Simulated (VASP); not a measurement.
Crystal: YGa3As2.

```xyz
6
Lattice="4.3723 0.0000 0.0000 0.0000 4.3723 0.0000 0.0000 0.0000 6.1834" Properties=species:S:1:pos:R:3 pbc="T T T"
Y     2.1862    2.1862    0.0000
Ga    0.0000    0.0000    0.0000
Ga    2.1862    2.1862    3.0917
Ga    0.0000    0.0000    3.0917
As    2.1862    0.0000    4.6376
As    0.0000    2.1862    1.5459
```

| Property | Result |
| --- | --- |
| Program | VASP 6.6.1 |
| Task | relaxation of cell and atoms |
| Functional | PBE |
| Potentials or basis | VASP PAW PBE potentials, release 64 (Y_sv, Ga_d, As) |
| Cutoff | 600 eV |
| k mesh | 4 × 4 × 4 |
| Occupations | gaussian, width 0.1 eV |
| Spin | no spin polarisation |

At the start: pressure 14.5 GPa; volume 19.70 Å³/atom.

Q: Where does the relaxation end?

A: Over 22 steps the energy falls by 249.9 meV/atom and the volume is 24.91 Å³/atom (+26.4 %); space group P-4m2 (No. 115, to 0.05 Å).

Step by step:
```tsv
step	energy change (eV)	largest force (eV/Å)	pressure (GPa)	volume (Å³)
1	0.0000	1.5482	14.47	118.21
2	-1.1673	0.2302	-1.04	151.34
3	-1.1823	0.1149	0.14	146.98
4	-1.1823	0.1321	-0.04	147.60
5	-1.1907	0.1424	-0.05	147.86
6	-1.2204	0.1957	-0.09	148.61
7	-1.2984	0.2526	-0.30	149.90
8	-1.4453	0.2848	-1.04	151.70
9	-1.1928	0.2977	-1.26	152.42
10	-1.4700	0.2493	-1.15	152.02
11	-1.4810	0.2124	-0.91	151.05
12	-1.4915	0.1365	-0.37	149.03
13	-1.4916	0.1296	-0.36	148.85
14	-1.4939	0.1112	-0.18	148.49
15	-1.4958	0.0776	0.12	147.83
16	-1.4958	0.0753	0.15	147.78
17	-1.4965	0.0739	0.13	148.02
18	-1.4978	0.0708	0.00	148.75
19	-1.4982	0.0656	-0.22	150.20
20	-1.4984	0.0670	-0.13	149.70
21	-1.4991	0.0442	-0.04	149.58
22	-1.4995	0.0229	0.06	149.47
```

Final structure:
```
Y Ga As
1.0
     4.37604    0.00000    0.00000
     0.00000    4.37604    0.00000
     0.00000    0.00000    7.80526
Y Ga As
1 3 2
Direct
  0.50000 0.50000 0.00000
  0.00000 0.00000 0.00000
  0.50000 0.50000 0.50000
  0.00000 0.00000 0.50000
  0.50000 0.00000 0.76916
  0.00000 0.50000 0.23084
```

Caveat: the volume moved by over 15 % at a fixed basis, so the end points are rough.
